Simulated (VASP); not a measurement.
# C (R-3m) in VASP: a series of runs

The runs below take C through single point, with LDA.

Everything below comes from runs of VASP 6.6.1. Logs are shortened: lines on timing, memory, paths and dates and some standing lists are left out, and cuts for length are marked.

## (1) The cell of the first run

Symmetry: R-3m, No. 166, trigonal system. The conventional cell has a = 2.373 Å, b = 2.373 Å, c = 6.976 Å, α = 90.00°, β = 90.00°, γ = 120.00°. Within 2.0 Å of C (site symmetry 3m) lie 4 C at 1.49 to 1.74 Å.

## (2) Single point, LDA

INCAR reads:

```
PREC     = Accurate       # precision mode
ENCUT    = 1300           # plane-wave cutoff, eV
EDIFF    = 1E-6           # SCF threshold, eV
ISMEAR   = 0              # smearing method
SIGMA    = 0.05           # smearing width, eV
LREAL    = False          # projectors in reciprocal space
LASPH    = True           # aspherical terms in the spheres
NELM     = 120            # most SCF steps
ALGO     = Normal         # electronic algorithm
ISIF     = 2              # what is computed and relaxed
LWAVE    = False          # write WAVECAR
LCHARG   = False          # write CHGCAR
GGA      = CA             # functional
NBANDS   = 11             # bands
GGA_COMPAT= False
```

KPOINTS reads:

```
regular mesh
0
Gamma
  12 12 12
```

POSCAR reads:

```
C
1.0
    0.2237658205      1.9020094744      1.9020094744
    1.9020094744      0.2237658205      1.9020094744
    1.9020094744      1.9020094744      0.2237658205
C
2
Direct
    0.5000000000      0.5000000000      0.5000000000
    0.7500000000      0.7500000000      0.7500000000
```

Potentials or basis: VASP PAW LDA potentials, release 64 (C_h).

Command:

```
$ cat potpaw_LDA.64/C_h/POTCAR > POTCAR
$ mpirun -np 1 vasp_std > vasp.out
```

OUTCAR:

```text
PREC = Accurate
   ENCUT = 1300
   EDIFF = 1E-6
   ISMEAR = 0
   LREAL = False
   LASPH = True
   NELM = 120
   ISIF = 2
   GGA = CA

 ion  position               nearest neighbor table
   1  0.500  0.500  0.500-   2 1.49   2 1.49   2 1.49
   2  0.750  0.750  0.750-   1 1.49   1 1.49   1 1.49

  LATTYP: Found a trigonal (rhomboedric) cell.
 ALAT       =     2.6991389782
 COS(alpha) =     0.6134020618

  Lattice vectors:

 A1 = (   0.2237658205,   1.9020094744,   1.9020094744)
 A2 = (   1.9020094744,   0.2237658205,   1.9020094744)
 A3 = (   1.9020094744,   1.9020094744,   0.2237658205)

Analysis of symmetry for initial positions (statically):
=====================================================================
 Subroutine PRICEL returns:
 Original cell was already a primitive cell.

 Routine SETGRP: Setting up the symmetry group for a
 trigonal (rhombohedral) supercell.

 Subroutine GETGRP returns: Found 12 space group operations
 (whereof  6 operations were pure point group operations)
 out of a pool of 12 trial point group operations.

The static configuration has the point symmetry C_3v.
 The point group associated with its full space group is D_3d.

Analysis of symmetry for dynamics (positions and initial velocities):
=====================================================================
 Subroutine PRICEL returns:
 Original cell was already a primitive cell.

 Routine SETGRP: Setting up the symmetry group for a
 trigonal (rhombohedral) supercell.

 Subroutine GETGRP returns: Found 12 space group operations
 (whereof  6 operations were pure point group operations)
 out of a pool of 12 trial point group operations.

The dynamic configuration has the point symmetry C_3v.
 The point group associated with its full space group is D_3d.

 Subroutine INISYM returns: Found 12 space group operations
 (whereof  6 operations are pure point group operations),
 and found     1 'primitive' translations

----------------------------------------------------------------------------------------

                                     Primitive cell

  volume of cell :      11.3443

  direct lattice vectors                    reciprocal lattice vectors
     0.223765820  1.902009474  1.902009474    -0.314482213  0.281378822  0.281378822
     1.902009474  0.223765820  1.902009474     0.281378822 -0.314482213  0.281378822
     1.902009474  1.902009474  0.223765820     0.281378822  0.281378822 -0.314482213

  length of vectors
     2.699138978  2.699138978  2.699138978     0.507195372  0.507195372  0.507195372

  position of ions in fractional coordinates (direct lattice)
     0.500000000  0.500000000  0.500000000
     0.750000000  0.750000000  0.750000000

  ion indices of the primitive-cell ions
   primitive index   ion index
                 1           1
                 2           2

----------------------------------------------------------------------------------------

 KPOINTS: regular mesh

Automatic generation of k-mesh.
 Grid dimensions read from file:
 generate k-points for:   12   12   12

 Generating k-lattice:

  Cartesian coordinates                     Fractional coordinates (reciprocal lattice)
    -0.026206851  0.023448235  0.023448235     0.083333333  0.000000000  0.000000000
     0.023448235 -0.026206851  0.023448235     0.000000000  0.083333333  0.000000000
     0.023448235  0.023448235 -0.026206851     0.000000000  0.000000000  0.083333333

  Length of vectors
     0.042266281  0.042266281  0.042266281

  Shift w.r.t. Gamma in fractional coordinates (k-lattice)
     0.000000000  0.000000000  0.000000000

 Subroutine IBZKPT returns following result:
 ===========================================

 Found    189 irreducible k-points:

 Following reciprocal coordinates:
            Coordinates               Weight
  0.000000  0.000000  0.000000      1.000000
  0.083333 -0.000000 -0.000000      6.000000
  0.166667 -0.000000 -0.000000      6.000000
  0.250000  0.000000  0.000000      6.000000
  0.333333 -0.000000 -0.000000      6.000000
  0.416667  0.000000  0.000000      6.000000
[... 16 lines left out ...]
  0.500000  0.166667  0.000000     12.000000
 -0.416667  0.166667  0.000000     12.000000
 [... further k-points ...]
   k-points           NKPTS =    189   k-points in BZ     NKDIM =    189   number of bands    NBANDS=     11
   number of dos      NEDOS =    301   number of ions     NIONS =      2
   total plane-waves  NPLWV =  32768
   dimension x,y,z NGX =    32 NGY =   32 NGZ =   32
   dimension x,y,z NGXF=    64 NGYF=   64 NGZF=   64
   ions per type =               2
   NGX,Y,Z   is equivalent  to a cutoff of  19.71, 19.71, 19.71 a.u.
   NGXF,Y,Z  is equivalent  to a cutoff of  39.42, 39.42, 39.42 a.u.
 SYSTEM =  unknown system
   PREC   = accura    normal or accurate (medium, high low for compatibility)
   ISTART =      0    job   : 0-new  1-cont  2-samecut
   ICHARG =      2    charge: 1-file 2-atom 10-const
   ISPIN  =      1    spin polarized calculation?
   LNONCOLLINEAR =      F non collinear calculations
   LSORBIT =      F    spin-orbit coupling
   LASPH  =      T    aspherical Exc in radial PAW
   ENCUT  = 1300.0 eV  95.55 Ry    9.77 a.u.   7.94  7.94  7.94*2*pi/ulx,y,z
   NELM   =    120;   NELMIN=  2; NELMDL= -5     # of ELM steps
   EDIFF  = 0.1E-05   stopping-criterion for ELM
   LREAL  =      F    real-space projection
   EDIFFG = 0.1E-04   stopping-criterion for IOM
   NSW    =      0    number of steps for IOM
   IBRION =     -1    ionic relax: 0-MD 1-quasi-New 2-CG
   NFREE  =      0    steps in history (QN), initial steepest desc. (CG)
   ISIF   =      2    stress and relaxation
   ISYM   =      2    0-nonsym 1-usesym 2-fastsym
   POTIM  = 0.5000    time-step for ionic-motion
   TEBEG  =    0.0;   TEEND  =   0.0 temperature during run
   PSTRESS=    0.0 pullay stress
   NELECT =       8.0000    total number of electrons
   NUPDOWN=      -1.0000    fix difference up-down
   EMIN   =  10.00;   EMAX   =-10.00  energy-range for DOS
   EFERMI =   0.00;   METHOD = LEGACY
   ISMEAR =     0;   SIGMA  =   0.05  broadening in eV -4-tet -1-fermi 0-gaus
   EFERMI_NEDOS =   21; number of points for ismear=-14 and -15
   IALGO  =     38    algorithm
   IMIX   =      4    mixing-type and parameters
     AMIX     =   0.40;   BMIX     =  1.00
     AMIX_MAG =   1.60;   BMIX_MAG =  1.00
  volume/ion in A,a.u.               =       5.67        38.28
  Fermi-wavevector in a.u.,A,eV,Ry     =   1.457178  2.753668 28.890189  2.123369
  Thomas-Fermi vector in A             =   2.574010
   LORBIT       =      0    0 simple, 1 ext, 2 COOP (PROOUT), +10 PAW based schemes
   GGA     = CA    functional components
   LHFCALC =     F    Hartree Fock is set to
   AEXX    =    0.0000 exact exchange contribution
   IVDW    =     0    specifies the selected vdW correction
   LEPSILON=     F    determine dielectric tensor
   LRPA    =     F    only Hartree local field effects (RPA)
 non-spin polarized calculation
 Gauss-broadening in eV      SIGMA  =   0.05
  energy-cutoff  :     1300.00
  volume of cell :       11.34
 maximum number of plane-waves:      1221
   NGX = 15   NGY = 15   NGZ = 15

 number of electron       8.0000000 magnetization

 Free energy of the ion-electron system (eV)
  ---------------------------------------------------
  ext. energy  EPLUGINS =         0.00000000
  ---------------------------------------------------
  free energy    TOTEN  =       -19.43904495 eV

  energy without entropy =      -19.43904495  energy(sigma->0) =      -19.43904495

 E-fermi :  11.4015     XC(G=0): -13.6358

 val. band max:       11.1966738158   @ k =   0.0000   0.0000   0.0000
 cond. band min:      11.8054825473   @ k =   0.0000   0.0000   0.0000
 fundamental gap:      0.6088087316
 Fermi energy:        11.4014760489

 k-point     1 :       0.0000    0.0000    0.0000
  band No.  band energies     occupation
      1     -10.6144      2.00000
      2       9.9057      2.00000
      3      11.1967      2.00000
      4      11.1967      2.00000
      5      11.8055      0.00000
      6      18.2711      0.00000
      7      18.2711      0.00000
      8      26.2753      0.00000
      9      30.7543      0.00000
     10      37.1452      0.00000
     11      38.0967      0.00000

 k-point     2 :       0.0833   -0.0000   -0.0000
  band No.  band energies     occupation
      1     -10.4058      2.00000
      2       9.4739      2.00000
      3      10.0440      2.00000
      4      10.7976      2.00000
      5      12.6308      0.00000
      6      18.5263      0.00000
      7      18.7352      0.00000
      8      26.3921      0.00000
      9      30.7587      0.00000
     10      34.8535      0.00000
     11      36.4345      0.00000

 k-point     3 :       0.1667   -0.0000   -0.0000
  band No.  band energies     occupation
      1      -9.7821      2.00000
      2       7.6971      2.00000
      3       8.8328      2.00000
      4       9.9161      2.00000
      5      13.8415      0.00000
      6      18.9754      0.00000
      7      19.7016      0.00000
      8      26.5391      0.00000
      9      30.1687      0.00000
     10      33.7876      0.00000
     11      35.2069      0.00000

 k-point     4 :       0.2500    0.0000    0.0000
  band No.  band energies     occupation
      1      -8.7497      2.00000
      2       4.9040      2.00000
      3       8.3064      2.00000
      4       8.9886      2.00000
      5      14.9007      0.00000
      6      19.4173      0.00000
      7      20.4972      0.00000
      8      26.3123      0.00000
      9      29.4228      0.00000
     10      33.9438      0.00000
     11      35.3402      0.00000

 k-point     5 :       0.3333   -0.0000   -0.0000
  band No.  band energies     occupation
      1      -7.3226      2.00000
      2       2.0322      2.00000
      3       7.9837      2.00000
      4       8.2398      2.00000
      5      15.4786      0.00000
      6      19.9052      0.00000
      7      20.8369      0.00000
      8      26.0113      0.00000
      9      29.0473      0.00000
     10      34.9446      0.00000
     11      36.5960      0.00000
[... 211 lines left out ...]
 k-point    21 :       0.3333    0.1667    0.0000
  band No.  band energies     occupation
      1      -7.7723      2.00000
      2       4.5669      2.00000
      3       6.0927      2.00000
      4       7.1154      2.00000
      5      15.9022      0.00000
      6      20.4923      0.00000
      7      22.1414      0.00000
      8      24.5382      0.00000
      9      30.3449      0.00000
     10      33.4255      0.00000
     11      37.3208      0.00000

 k-point    22 :       0.4167    0.1667    0.0000
  band No.  band energies     occupation
      1      -6.2813      2.00000
      2       1.9379      2.00000
      3       5.9127      2.00000
      4       6.3476      2.00000
      5      16.1106      0.00000
      6      20.4570      0.00000
      7      22.7123      0.00000
      8      25.8442      0.00000
      9      30.4072      0.00000
     10      32.6449      0.00000
     11      37.1732      0.00000

 k-point    23 :       0.5000    0.1667    0.0000
  band No.  band energies     occupation
      1      -4.4679      2.00000
      2      -0.6151      2.00000
      3       5.4352      2.00000
      4       6.4715      2.00000
      5      16.2206      0.00000
      6      19.8807      0.00000
      7      23.1056      0.00000
      8      27.1917      0.00000
      9      29.6687      0.00000
     10      33.1542      0.00000
     11      36.5137      0.00000

 k-point    24 :      -0.4167    0.1667    0.0000
  band No.  band energies     occupation
      1      -3.4509      2.00000
      2      -1.8255      2.00000
      3       5.1077      2.00000
      4       7.0207      2.00000
      5      16.3101      0.00000
      6      19.3752      0.00000
      7      22.9836      0.00000
      8      26.6835      0.00000
      9      29.7707      0.00000
     10      34.6839      0.00000
     11      35.2680      0.00000

 [... further k-points ...]

------------------------ aborting loop because EDIFF is reached ----------------------------------------

  FORCE on cell =-STRESS in cart. coord.  units (eV):
  Direction    XX          YY          ZZ          XY          YZ          ZX
  --------------------------------------------------------------------------------------
  -------------------------------------------------------------------------------------
  Total        0.3012056      0.3012056      0.3012056     -4.3451239     -4.3451239     -4.3451239
  in kB       42.5399792     42.5399792     42.5399792   -613.6722250   -613.6722250   -613.6722250
  external PRESSURE =      42.5399792 kB  Pullay stress =       0.0000000 kB

 VOLUME and BASIS-vectors are now :
 -----------------------------------------------------------------------------
  energy-cutoff  :     1300.00
  volume of cell :       11.34
      direct lattice vectors                 reciprocal lattice vectors
     0.223765820  1.902009474  1.902009474    -0.314482213  0.281378822  0.281378822
     1.902009474  0.223765820  1.902009474     0.281378822 -0.314482213  0.281378822
     1.902009474  1.902009474  0.223765820     0.281378822  0.281378822 -0.314482213

 POSITION                                       TOTAL-FORCE (eV/Angst)
 -----------------------------------------------------------------------------------
      2.01389      2.01389      2.01389        -0.617441     -0.617441     -0.617441
      3.02084      3.02084      3.02084         0.617441      0.617441      0.617441
 -----------------------------------------------------------------------------------
    total drift:                               -0.000000     -0.000000     -0.000000

  FREE ENERGIE OF THE ION-ELECTRON SYSTEM (eV)
  ---------------------------------------------------
  free  energy   TOTEN  =       -19.4390449460 eV

  energy  without entropy=      -19.4390449460  energy(sigma->0) =      -19.43904495
```

It took 52 s on 1 thread of Intel Xeon Platinum 8259CL at 2.50GHz (Skylake/Cascade Lake), shared host; peak memory 0.19 GiB.

What came out:

| Item | Value |
| --- | --- |
| Free energy | -19.4390 eV |
| Pressure | 4.3 GPa |
| Largest force | 1.069 eV/Å |
| Band gap on the k mesh | 0.61 eV |

Forces on the atoms (eV/Å):
```
C   -0.617 -0.617 -0.617
C    0.617  0.617  0.617
```

Stress tensor (GPa, compression positive):
```
  4.25 -61.37 -61.37
-61.37   4.25 -61.37
-61.37 -61.37   4.25
```

Caveat: the cell stands under pressure; forces of over 1 eV/Å act on the atoms, so gaps and moduli don't describe the material at rest.

## (3) Single point, LDA

INCAR reads:

```
SYSTEM = C
ALGO = Normal ; EDIFF = 1E-6
ENCUT = 1300 ; GGA = CA
GGA_COMPAT = .False. ; ISIF = 2
ISMEAR = 0 ; LASPH = .True.
LCHARG = .False. ; LREAL = .False.
LWAVE = .False. ; NBANDS = 11
NELM = 120 ; PREC = Accurate
SIGMA = 0.05
```

KPOINTS reads:

```
k-points
0
Gamma
  12 12 12
  0 0 0
```

POSCAR is that of step 2.

Potentials or basis: VASP PAW LDA potentials, release 64 (C_h).

Command:

```
$ cat potpaw_LDA.64/C_h/POTCAR > POTCAR
$ mpirun -np 1 vasp_std > vasp.out
```

Wall time 37 s (1 thread of Intel Xeon Platinum 8488C (Sapphire Rapids), shared host); peak memory 0.19 GiB.

It converged, with:

- Free energy: -19.4390 eV
- Pressure: 4.3 GPa
- Largest force: 1.069 eV/Å
- Band gap on the k mesh: 0.61 eV

Forces on the atoms (eV/Å):
```
C   -0.617 -0.617 -0.617
C    0.617  0.617  0.617
```

Stress tensor (GPa, compression positive):
```
  4.25 -61.37 -61.37
-61.37   4.25 -61.37
-61.37 -61.37   4.25
```

Levels at points of the mesh, in eV from the valence-band top:
```
           k point  band 1  band 2  band 3  band 4  band 5  band 6  band 7  band 8
(0.00, 0.00, 0.00)  -21.81   -1.29    0.00    0.00    0.61    7.07    7.07   15.08
(0.50, 0.00, 0.00)  -15.10  -13.83   -3.59   -3.41    4.41    9.23    9.66   15.00
(0.50, 0.50, 0.00)  -13.57  -12.71   -7.22   -5.43    2.35    6.89   14.10   15.88
(0.50, 0.50, 0.50)  -18.24  -13.58   -1.46   -1.46    9.06    9.06   12.99   13.59
```

Caveat: the cell stands under pressure; forces of over 1 eV/Å act on the atoms, so gaps and moduli don't describe the material at rest.

## (4) Single point, LDA

This run uses another cell than the first one, of the same volume but with other edges.

Edit INCAR of step 3 so:

```diff
@@ -5,3 +5,4 @@
 ISMEAR = 0 ; LASPH = .True.
-LCHARG = .False. ; LREAL = .False.
+LCHARG = .True. ; LELF = .True.
+LREAL = .False. ; LVHAR = .True.
 LWAVE = .False. ; NBANDS = 11
```

KPOINTS is that of step 3.

POSCAR reads:

```
C
1.0
   -0.1882676870      1.6944091832      1.6944091832
    1.6944091832     -0.1882676870      1.6944091832
    1.6944091832      1.6944091832     -0.1882676870
C
2
Direct
    0.5000000000      0.5000000000      0.5000000000
    0.7500000000      0.7500000000      0.7500000000
```

Command:

```
$ cat potpaw_LDA.64/C_h/POTCAR > POTCAR
$ mpirun -np 1 vasp_std > vasp.out
```

It took 83 s on 1 thread of Intel Xeon Platinum 8375C at 2.90GHz (Ice Lake), shared host; peak memory 0.18 GiB.

The run converged. Its results:

* Free energy: -19.5061 eV
* Pressure: 4.2 GPa
* Largest force: 2.278 eV/Å
* Band gap on the k mesh: 2.47 eV (least direct gap 3.71 eV)

Forces on the atoms (eV/Å):
```
C   -1.315 -1.315 -1.315
C    1.315  1.315  1.315
```

Stress tensor (GPa, compression positive):
```
 4.18 67.57 67.57
67.57  4.18 67.57
67.57 67.57  4.18
```

Levels at points of the mesh, in eV from the valence-band top:
```
           k point  band 2  band 3  band 4  band 5  band 6  band 7
(0.00, 0.00, 0.00)   -0.89    0.00    0.00    3.71    3.71    6.49
(0.50, 0.00, 0.00)  -13.57   -2.86   -1.97    6.71    7.87   12.73
(0.50, 0.50, 0.00)  -12.18   -7.64   -5.02    2.47    6.93   14.76
(0.50, 0.50, 0.50)  -13.21   -4.46   -4.46    5.33    7.15    7.15
```

Caveat: the cell stands under pressure; forces of over 1 eV/Å act on the atoms, so gaps and moduli don't describe the material at rest.
